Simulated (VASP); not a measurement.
Here is a VASP 6.6.1 calculation.

INCAR

```
SYSTEM = OsPdC4N4
PREC     = Accurate       ! precision mode
ENCUT    = 700            ! plane-wave cutoff, eV
EDIFF    = 1E-6           ! SCF threshold, eV
ISMEAR   = 0              ! smearing method
SIGMA    = 0.1            ! smearing width, eV
LREAL    = .FALSE.        ! projectors in reciprocal space
LASPH    = .TRUE.         ! aspherical terms in the spheres
NELM     = 200            ! most SCF steps
ALGO     = Normal         ! electronic algorithm
ISIF     = 2              ! what is computed and relaxed
LWAVE    = .FALSE.        ! write WAVECAR
LCHARG   = .FALSE.        ! write CHGCAR
ISPIN    = 2              ! spin polarisation
MAGMOM   = 0 1 0 0 0 0 0 0 0 0 ! initial moments
LORBIT   = 11             ! projections on sites
LMAXMIX  = 4              ! l up to which the mixer works
GGA      = PE             ! functional
NBANDS   = 50             ! bands
GGA_COMPAT= .FALSE.
```

The input KPOINTS:

```
Automatic mesh
0
G
  4 4 4
  0 0 0
```

The input POSCAR:

```
OsPdC4N4
1.0
    5.8773936523      0.0000000000      0.0000000000
    0.0000000000      5.8773936523      0.0000000000
    0.0000000000      0.0000000000      5.8773936523
Pd Os C N
1 1 4 4
Direct
    0.0000000000      0.0000000000      0.0000000000
    0.5000000000      0.5000000000      0.5000000000
    0.1964917750      0.1964917750      0.1964917750
    0.1964917750      0.8035082250      0.8035082250
    0.8035082250      0.1964917750      0.8035082250
    0.8035082250      0.8035082250      0.1964917750
    0.3142180903      0.3142180903      0.3142180903
    0.3142180903      0.6857819097      0.6857819097
    0.6857819097      0.3142180903      0.6857819097
    0.6857819097      0.6857819097      0.3142180903
```

Potentials or basis: VASP PAW PBE potentials, release 64 (Pd_sv_GW, Os_sv_GW, C, N).

Launch:

```bash
$ cat potpaw_PBE.64/Pd_sv_GW/POTCAR potpaw_PBE.64/Os_sv_GW/POTCAR potpaw_PBE.64/C/POTCAR potpaw_PBE.64/N/POTCAR > POTCAR
$ mpirun -np 1 vasp_std > vasp.out
```

Task: Estimate the pressure.

Result: 0.1 GPa.

Task: Predict the largest force.

Result: 0.185 eV/Å.

Task: Estimate the net moment.

Result: 0.00 μB per cell.

Forces on the atoms (eV/Å):
```
Pd   0.000  0.000  0.000
Os   0.000  0.000  0.000
C   -0.107 -0.107 -0.107
C   -0.107  0.107  0.107
C    0.107 -0.107  0.107
C    0.107  0.107 -0.107
N    0.101  0.101  0.101
N    0.101 -0.101 -0.101
N   -0.101  0.101 -0.101
N   -0.101 -0.101  0.101
```
